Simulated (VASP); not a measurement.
# BN (F-43m) in VASP: a series of runs

Aim: see how the results for BN move with the level of theory and the settings. Levels: r2SCAN, PBEsol, LDA. Tasks: single point, relaxation of cell and atoms.

Everything below comes from runs of VASP 6.6.1. Logs are shortened: lines on timing, memory, paths and dates and some standing lists are left out, and cuts for length are marked.

### 1 The cell of the first run

It takes space group F-43m (No. 216, cubic). Conventional cell: a = 3.610 Å, b = 3.610 Å, c = 3.610 Å, α = 90.00°, β = 90.00°, γ = 90.00°. B (site symmetry -43m) has 4 N at 1.56 Å within 2.1 Å. N (site symmetry -43m) has 4 B at 1.56 Å within 2.1 Å.

### 2 Single point, r2SCAN

The input, POSCAR:

```
BN
1.0
    0.0000000000      1.8048254535      1.8048254535
    1.8048254535      0.0000000000      1.8048254535
    1.8048254535      1.8048254535      0.0000000000
B N
1 1
Direct
    0.0000000000      0.0000000000      0.0000000000
    0.2500000000      0.2500000000      0.2500000000
```

The input, INCAR.step1:

```
SYSTEM = BN
ALGO = Normal
EDIFF = 1E-4
ENCUT = 520
GGA = PE
ISMEAR = 0
LASPH = .True.
LCHARG = .False.
LREAL = .False.
LWAVE = .True.
NBANDS = 11
NELM = 80
PREC = Accurate
SIGMA = 0.01
```

The input, INCAR.step2:

```
SYSTEM = BN
ALGO = Normal
EDIFF = 1E-7
ENCUT = 520
ISIF = 2
ISMEAR = 0
ISTART = 1
LASPH = .True.
LCHARG = .False.
LMIXTAU = .True.
LREAL = .False.
LWAVE = .False.
METAGGA = R2SCAN
NBANDS = 11
NELM = 80
PREC = Accurate
SIGMA = 0.01
```

The input, KPOINTS:

```
k-points
0
Gamma
  12 12 12
  0 0 0
```

Potentials or basis: VASP PAW PBE potentials, release 64 (B, N).

Command:

```
cat potpaw_PBE.64/B/POTCAR potpaw_PBE.64/N/POTCAR > POTCAR
cp INCAR.step1 INCAR
mpirun -np 1 vasp_std > vasp.out
cp INCAR.step2 INCAR
mpirun -np 1 vasp_std > vasp.out
```

OUTCAR:

```text
SYSTEM = BN
   EDIFF = 1E-7
   ENCUT = 520
   ISIF = 2
   ISMEAR = 0
   ISTART = 1
   LASPH = .True.
   LREAL = .False.
   METAGGA = R2SCAN
   NELM = 80
   PREC = Accurate

 ion  position               nearest neighbor table
   1  0.000  0.000  0.000-   2 1.56   2 1.56   2 1.56   2 1.56
   2  0.250  0.250  0.250-   1 1.56   1 1.56   1 1.56   1 1.56

  LATTYP: Found a face centered cubic cell.
 ALAT       =     3.6096509070

  Lattice vectors:

 A1 = (   0.0000000000,   1.8048254535,   1.8048254535)
 A2 = (   1.8048254535,   0.0000000000,   1.8048254535)
 A3 = (   1.8048254535,   1.8048254535,   0.0000000000)

Analysis of symmetry for initial positions (statically):
=====================================================================
 Subroutine PRICEL returns:
 Original cell was already a primitive cell.

 Routine SETGRP: Setting up the symmetry group for a
 face centered cubic supercell.

 Subroutine GETGRP returns: Found 24 space group operations
 (whereof 24 operations were pure point group operations)
 out of a pool of 48 trial point group operations.

The static configuration has the point symmetry T_d .

Analysis of symmetry for dynamics (positions and initial velocities):
=====================================================================
 Subroutine PRICEL returns:
 Original cell was already a primitive cell.

 Routine SETGRP: Setting up the symmetry group for a
 face centered cubic supercell.

 Subroutine GETGRP returns: Found 24 space group operations
 (whereof 24 operations were pure point group operations)
 out of a pool of 48 trial point group operations.

The dynamic configuration has the point symmetry T_d .

 Subroutine INISYM returns: Found 24 space group operations
 (whereof 24 operations are pure point group operations),
 and found     1 'primitive' translations

----------------------------------------------------------------------------------------

                                     Primitive cell

  volume of cell :      11.7581

  direct lattice vectors                    reciprocal lattice vectors
     0.000000000  1.804825453  1.804825453    -0.277035100  0.277035100  0.277035100
     1.804825453  0.000000000  1.804825453     0.277035100 -0.277035100  0.277035100
     1.804825453  1.804825453  0.000000000     0.277035100  0.277035100 -0.277035100

  length of vectors
     2.552408634  2.552408634  2.552408634     0.479838869  0.479838869  0.479838869

  position of ions in fractional coordinates (direct lattice)
     0.000000000  0.000000000  0.000000000
[... 87 lines left out ...]
   TEBEG  =    0.0;   TEEND  =   0.0 temperature during run
   PSTRESS=    0.0 pullay stress
   NELECT =       8.0000    total number of electrons
   NUPDOWN=      -1.0000    fix difference up-down
   EMIN   =  10.00;   EMAX   =-10.00  energy-range for DOS
   EFERMI =   0.00;   METHOD = LEGACY
   ISMEAR =     0;   SIGMA  =   0.01  broadening in eV -4-tet -1-fermi 0-gaus
   EFERMI_NEDOS =   21; number of points for ismear=-14 and -15
   IALGO  =     38    algorithm
   IMIX   =      4    mixing-type and parameters
     AMIX     =   0.40;   BMIX     =  1.00
     AMIX_MAG =   1.60;   BMIX_MAG =  1.00
  volume/ion in A,a.u.               =       5.88        39.67
  Fermi-wavevector in a.u.,A,eV,Ry     =   1.439880  2.720979 28.208337  2.073254
  Thomas-Fermi vector in A             =   2.558686
   LORBIT       =      0    0 simple, 1 ext, 2 COOP (PROOUT), +10 PAW based schemes
   METAGGA = R2SCAN    functional components
   LHFCALC =     F    Hartree Fock is set to
   AEXX    =    0.0000 exact exchange contribution
   IVDW    =     0    specifies the selected vdW correction
   LEPSILON=     F    determine dielectric tensor
   LRPA    =     F    only Hartree local field effects (RPA)
 non-spin polarized calculation
 Gauss-broadening in eV      SIGMA  =   0.01
  energy-cutoff  :      520.00
  volume of cell :       11.76
 maximum number of plane-waves:       332
   NGX =  9   NGY =  9   NGZ =  9

 number of electron       7.9999999 magnetization

 Free energy of the ion-electron system (eV)
  ---------------------------------------------------
  ext. energy  EPLUGINS =         0.00000000
  ---------------------------------------------------
  free energy    TOTEN  =       -19.17156361 eV

  energy without entropy =      -19.17156361  energy(sigma->0) =      -19.17156361

 E-fermi :   7.3627     XC(G=0): -13.6699

 val. band max:        7.2971872429   @ k =   0.0000   0.0000   0.0000
 cond. band min:      12.2788120987   @ k =   0.5000   0.5000   0.0000
 fundamental gap:      4.9816248558
 Fermi energy:         7.3626867458

 k-point     1 :       0.0000    0.0000    0.0000
  band No.  band energies     occupation
      1     -14.0457      2.00000
      2       7.2972      2.00000
      3       7.2972      2.00000
      4       7.2972      2.00000
      5      16.8453      0.00000
      6      16.8453      0.00000
      7      16.8453      0.00000
      8      18.4359      0.00000
      9      33.5174      0.00000
     10      36.0955      0.00000
     11      36.0955      0.00000
[... 309 lines left out ...]
 k-point    24 :      -0.4167    0.1667    0.0000
  band No.  band energies     occupation
      1      -9.3496      2.00000
      2      -3.1105      2.00000
      3       2.9831      2.00000
      4       4.6208      2.00000
      5      17.3249      0.00000
      6      20.3695      0.00000
      7      20.4392      0.00000
      8      24.1769      0.00000
      9      29.7133      0.00000
     10      33.9266      0.00000
     11      35.6306      0.00000

 [... further k-points ...]

------------------------ aborting loop because EDIFF is reached ----------------------------------------

  FORCE on cell =-STRESS in cart. coord.  units (eV):
  Direction    XX          YY          ZZ          XY          YZ          ZX
  --------------------------------------------------------------------------------------
  -------------------------------------------------------------------------------------
  Total        0.0840425      0.0840425      0.0840425      0.0000000     -0.0000000     -0.0000000
  in kB       11.4518051     11.4518051     11.4518051      0.0000000     -0.0000000     -0.0000000
  external PRESSURE =      11.4518051 kB  Pullay stress =       0.0000000 kB

 VOLUME and BASIS-vectors are now :
 -----------------------------------------------------------------------------
  energy-cutoff  :      520.00
  volume of cell :       11.76
      direct lattice vectors                 reciprocal lattice vectors
     0.000000000  1.804825453  1.804825453    -0.277035100  0.277035100  0.277035100
     1.804825453  0.000000000  1.804825453     0.277035100 -0.277035100  0.277035100
     1.804825453  1.804825453  0.000000000     0.277035100  0.277035100 -0.277035100

 POSITION                                       TOTAL-FORCE (eV/Angst)
 -----------------------------------------------------------------------------------
      0.00000      0.00000      0.00000         0.000000      0.000000      0.000000
      0.90241      0.90241      0.90241        -0.000000     -0.000000     -0.000000
 -----------------------------------------------------------------------------------
    total drift:                                0.000000      0.000000      0.000000

  FREE ENERGIE OF THE ION-ELECTRON SYSTEM (eV)
  ---------------------------------------------------
  free  energy   TOTEN  =       -19.1715636064 eV

  energy  without entropy=      -19.1715636064  energy(sigma->0) =      -19.17156361
```

Wall time 55 s (1 thread of Intel Xeon 8259CL, shared host); peak memory 0.13 GiB.

Results:

```
Free energy            : -19.1716 eV
Pressure               : 1.1 GPa
Band gap on the k mesh : 4.98 eV, indirect (least direct gap 9.55 eV)
```

Caveat: the PAW data sets were made with another functional, which shifts forces and pressure a little. r2SCAN opens gaps a little over a GGA but as a rule still falls short of measured ones.

### 3 Relaxation of cell and atoms, PBEsol

This run uses another cell than the first one, of 5.95 Å³/atom, 1.012 times its volume.

The input, INCAR:

```
PREC = Accurate
ENCUT = 600
EDIFF = 1E-7
ISMEAR = -1
SIGMA = 0.02
LREAL = F
LASPH = T
NELM = 100
ALGO = Normal
ISIF = 3
LWAVE = F
LCHARG = F
GGA = PS
IBRION = 2
NSW = 80
EDIFFG = -0.005
```

The input, KPOINTS:

```
regular mesh
0
Gamma
  10 10 10
```

The input, POSCAR:

```
BN
1.0
    0.0000000000      1.8122639362      1.8122639362
    1.8122639362      0.0000000000      1.8122639362
    1.8122639362      1.8122639362      0.0000000000
B N
1 1
Direct
    0.0000000000      0.0000000000      0.0000000000
    0.2500000000      0.2500000000      0.2500000000
```

Potentials or basis: VASP PAW PBE potentials, release 64 (B, N).

Command:

```
cat potpaw_PBE.64/B/POTCAR potpaw_PBE.64/N/POTCAR > POTCAR
mpirun -np 1 vasp_std > vasp.out
```

It took 17 s on 1 thread of Intel Xeon 8259CL, shared host; peak memory 0.12 GiB.

The run converged. Its results:

```
Free energy                            : -18.3513 eV
Relaxed volume                         : 5.86 Å³/atom
Relaxed cell                           : a = 2.550 Å, b = 2.550 Å, c = 2.550 Å, α = 60.00°, β = 60.00°, γ = 60.00°
Space group after relaxing (to 0.05 Å) : F-43m (No. 216)
Energy gained by relaxing              : 1.5 meV/atom
Ionic steps                            : 3
Pressure after relaxing                : 0.0 GPa
Band gap on the k mesh                 : 4.28 eV, indirect (least direct gap 8.79 eV)
```

Step by step:
| step | energy change (eV) | largest force (eV/Å) | pressure (GPa) | volume (Å³) |
| --- | --- | --- | --- | --- |
| 1 | 0.0000 | 0.0000 | -5.59 | 11.90 |
| 2 | 0.0003 | 0.0000 | 6.11 | 11.55 |
| 3 | -0.0031 | 0.0000 | -0.01 | 11.73 |

Final structure:
```cif
data_structure
_symmetry_space_group_name_H-M 'P 1'
_symmetry_Int_Tables_number 1
_cell_length_a 2.5503
_cell_length_b 2.5503
_cell_length_c 2.5503
_cell_angle_alpha 60.000
_cell_angle_beta 60.000
_cell_angle_gamma 60.000
_cell_volume 11.73
loop_
_atom_site_label
_atom_site_type_symbol
_atom_site_fract_x
_atom_site_fract_y
_atom_site_fract_z
_atom_site_occupancy
B1 B 0.00000 0.00000 0.00000 1
N1 N 0.25000 0.25000 0.25000 1
```

Levels at points of the mesh, in eV from the valence-band top:
| k point | band 1 | band 2 | band 3 | band 4 | band 5 | band 6 | band 7 | band 8 |
| --- | --- | --- | --- | --- | --- | --- | --- | --- |
| (0.00, 0.00, 0.00) | -20.33 | 0.00 | 0.00 | 0.00 | 8.79 | 8.79 | 8.79 | 10.38 |
| (0.50, 0.00, 0.00) | -16.03 | -10.84 | -1.96 | -1.96 | 10.18 | 10.66 | 10.66 | 15.15 |
| (0.50, 0.50, 0.00) | -14.64 | -9.01 | -4.97 | -4.97 | 4.28 | 9.13 | 17.98 | 17.98 |

Caveat: the PAW data sets were made with another functional, which shifts forces and pressure a little.

### 4 Relaxation of cell and atoms, LDA

This run uses another cell than the first one, of 5.95 Å³/atom, 1.012 times its volume.

The input, INCAR:

```
ALGO = Normal
EDIFF = 1E-7
EDIFFG = -0.005
ENCUT = 600
GGA = CA
IBRION = 2
ISIF = 3
ISMEAR = -1
LASPH = True
LCHARG = False
LREAL = False
LWAVE = False
NELM = 100
NSW = 80
PREC = Accurate
SIGMA = 0.02
```

The input, KPOINTS:

```
k-points
0
Gamma
  10 10 10
```

POSCAR is that of step 3.

Potentials or basis: VASP PAW LDA potentials, release 64 (B, N).

Command:

```
cat potpaw_LDA.64/B/POTCAR potpaw_LDA.64/N/POTCAR > POTCAR
mpirun -np 1 vasp_std > vasp.out
```

OUTCAR:

```text
EDIFF = 1E-7
   EDIFFG = -0.005
   ENCUT = 600
   GGA = CA
   IBRION = 2
   ISIF = 3
   ISMEAR = -1
   LASPH = True
   LREAL = False
   NELM = 100
   NSW = 80
   PREC = Accurate

 ion  position               nearest neighbor table
   1  0.000  0.000  0.000-   2 1.57   2 1.57   2 1.57   2 1.57
   2  0.250  0.250  0.250-   1 1.57   1 1.57   1 1.57   1 1.57

  LATTYP: Found a face centered cubic cell.
 ALAT       =     3.6245278724

  Lattice vectors:

 A1 = (   0.0000000000,   1.8122639362,   1.8122639362)
 A2 = (   1.8122639362,   0.0000000000,   1.8122639362)
 A3 = (   1.8122639362,   1.8122639362,   0.0000000000)

Analysis of symmetry for initial positions (statically):
=====================================================================
 Subroutine PRICEL returns:
 Original cell was already a primitive cell.

 Routine SETGRP: Setting up the symmetry group for a
 face centered cubic supercell.

 Subroutine GETGRP returns: Found 24 space group operations
 (whereof 24 operations were pure point group operations)
 out of a pool of 48 trial point group operations.

The static configuration has the point symmetry T_d .

Analysis of symmetry for dynamics (positions and initial velocities):
[... 169 lines left out ...]
  external PRESSURE =    -131.6961315 kB  Pullay stress =       0.0000000 kB
[... 59 lines left out ...]
--------------------------------------- Ionic step        3  -------------------------------------------

 number of electron       7.9999999 magnetization

 Free energy of the ion-electron system (eV)
  ---------------------------------------------------
  ext. energy  EPLUGINS =         0.00000000
  ---------------------------------------------------
  free energy    TOTEN  =       -19.41755294 eV

  energy without entropy =      -19.41755294  energy(sigma->0) =      -19.41755294

 E-fermi :   8.1487     XC(G=0): -13.2341

 val. band max:        7.7269448878   @ k =   0.0000   0.0000   0.0000
 cond. band min:      12.1023873848   @ k =   0.5000   0.5000   0.0000
 fundamental gap:      4.3754424970
 Fermi energy:         8.1487205460

 k-point     1 :       0.0000    0.0000    0.0000
  band No.  band energies     occupation
      1     -12.6487      2.00000
      2       7.7269      2.00000
      3       7.7269      2.00000
      4       7.7269      2.00000
      5      16.5369      0.00000
      6      16.5369      0.00000
      7      16.5369      0.00000
      8      18.6062      0.00000
[... 243 lines left out ...]
 k-point    24 :       0.4000    0.3000    0.0000
  band No.  band energies     occupation
      1      -8.7505      2.00000
      2       0.9075      2.00000
      3       3.0829      2.00000
      4       3.5213      2.00000
      5      13.7939      0.00000
      6      18.4374      0.00000
      7      23.4008      0.00000
      8      23.4453      0.00000

 [... further k-points ...]

------------------------ aborting loop because EDIFF is reached ----------------------------------------

  FORCE on cell =-STRESS in cart. coord.  units (eV):
  Direction    XX          YY          ZZ          XY          YZ          ZX
  --------------------------------------------------------------------------------------
  -------------------------------------------------------------------------------------
  Total       -0.0068684     -0.0068684     -0.0068684      0.0000000      0.0000000     -0.0000000
  in kB       -0.9570669     -0.9570669     -0.9570669      0.0000000      0.0000000     -0.0000000
  external PRESSURE =      -0.9570669 kB  Pullay stress =       0.0000000 kB
[... 17 lines left out ...]
  FREE ENERGIE OF THE ION-ELECTRON SYSTEM (eV)
  ---------------------------------------------------
  free  energy   TOTEN  =       -19.4175529421 eV

  energy  without entropy=      -19.4175529421  energy(sigma->0) =      -19.41755294

 reached required accuracy - stopping structural energy minimisation
```

CONTCAR:

```text
BN
   1.00000000000000
    -0.0000000000000000    1.7914205332656723    1.7914205332656723
     1.7914205332656723    0.0000000000000000    1.7914205332656723
     1.7914205332656723    1.7914205332656723   -0.0000000000000000
  B               N
     1     1
Direct
     0.0000000000000000    0.0000000000000000    0.0000000000000000
     0.2500000000000000    0.2500000000000000    0.2500000000000000

  0.00000000E+00  0.00000000E+00  0.00000000E+00
  0.00000000E+00  0.00000000E+00  0.00000000E+00
```

Run time: 14 s. Hardware: 1 thread of Intel Xeon 8259CL, shared host; peak memory 0.11 GiB.

Results:

```
Free energy                            : -19.4176 eV
Relaxed volume                         : 5.75 Å³/atom
Relaxed cell                           : a = 2.533 Å, b = 2.533 Å, c = 2.533 Å, α = 60.00°, β = 60.00°, γ = 60.00°
Space group after relaxing (to 0.05 Å) : F-43m (No. 216)
Energy gained by relaxing              : 8.6 meV/atom
Ionic steps                            : 3
Pressure after relaxing                : -0.1 GPa
Band gap on the k mesh                 : 4.38 eV, indirect (least direct gap 8.81 eV)
```

The path:
```csv
step,energy change (eV),largest force (eV/Å),pressure (GPa),volume (Å³)
1,0.0000,0.0000,-13.17,11.90
2,0.0026,0.0000,15.78,11.08
3,-0.0173,0.0000,-0.10,11.50
```

Final structure:
```
CELL_PARAMETERS angstrom
0.00000 1.79142 1.79142
1.79142 0.00000 1.79142
1.79142 1.79142 0.00000
ATOMIC_POSITIONS crystal
B 0.00000 0.00000 0.00000
N 0.25000 0.25000 0.25000
```

### 5 Overview

```csv
task,level,potentials or basis,cell,k mesh,cutoff (eV),smearing,gap on the mesh (eV),pressure (GPa),relaxed volume (Å³/atom)
single point,r2SCAN,"VASP PAW PBE potentials, release 64 (B, N)","a = 2.552 Å, angles 60.0°, 2 atoms",12 × 12 × 12,520,gaussian 0.01 eV,4.98,1.1,-
relaxation of cell and atoms,PBEsol,"VASP PAW PBE potentials, release 64 (B, N)","relaxed from a = 2.563 Å, angles 60.0°, 2 atoms",10 × 10 × 10,600,fermi-dirac 0.02 eV,4.28,0.0,5.86
relaxation of cell and atoms,LDA,"VASP PAW LDA potentials, release 64 (B, N)","relaxed from a = 2.563 Å, angles 60.0°, 2 atoms",10 × 10 × 10,600,fermi-dirac 0.02 eV,4.38,-0.1,5.75
```

Alike in all rows: no spin polarisation.

Caveats: the PAW data sets were made with another functional, which shifts forces and pressure a little (some runs).

Absolute energies hang on the potentials; compare differences alone.
